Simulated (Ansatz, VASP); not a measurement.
ZnCu in VASP and in Ansatz

The input INCAR:

```
  ALGO = Normal
  EDIFF = 1E-7
  ENCUT = 520
  GGA = PS
  ISIF = 2
  ISMEAR = -1
  LASPH = True
  LCHARG = False
  LREAL = False
  LWAVE = False
  NBANDS = 18
  NELM = 60
  PREC = Accurate
  SIGMA = 0.05
```

File KPOINTS:

```
k-points
0
Gamma
  9 9 9
```

The input POSCAR:

```
ZnCu
1.0
    2.9051978236      0.0000000000      0.0000000000
    0.0000000000      2.9051978236      0.0000000000
    0.0000000000      0.0000000000      2.9051978236
Zn Cu
1 1
Direct
    0.5000000000      0.5000000000      0.5000000000
    0.0000000000      0.0000000000      0.0000000000
```

Contents of input.yaml:

```yaml
crystal:
  lattice:
    - [2.9051978236, 0.0, 0.0]
    - [0.0, 2.9051978236, 0.0]
    - [0.0, 0.0, 2.9051978236]
  atoms:
    - { symbol: Zn, position: [0.5, 0.5, 0.5] }
    - { symbol: Cu, position: [0.0, 0.0, 0.0] }
kpoints:
  mp_grid: { grid: [9, 9, 9] }
scf:
  occupations: { method: fermi_dirac, width: 0.05 }
hamiltonian:
  xc: pbesol
  pseudopotentials: { kind: all_electron, lapw: { basis_error: 0.0005 } }
output:
  forces: true
  stress: true
  eigenvalues: true
```

Change from the starting cell: volume scaled by 0.96.

Alike in both runs: task single point; functional PBEsol; k mesh 9 × 9 × 9; occupations fermi-dirac, width 0.05 eV; no spin polarisation.

```csv
,VASP,Ansatz
version,VASP 6.6.1,Ansatz 0.2.0
potentials or method,"VASP PAW PBE potentials, release 64 (Zn, Cu), cutoff 520 eV","all-electron LAPW, scalar-relativistic"
```

Ansatz gave:

```
gap on the k mesh at the Fermi level (eV) : none
pressure (GPa)                            : 0.7
```

What did VASP give for the same quantities?

gap on the k mesh at the Fermi level (eV): none; pressure (GPa): 1.4.

VASP's potentials were made for PBE, not for PBEsol. A gap of «none» marks a metal or a gap that the smearing closes. Ansatz ran all-electron here, and VASP with PAW potentials.
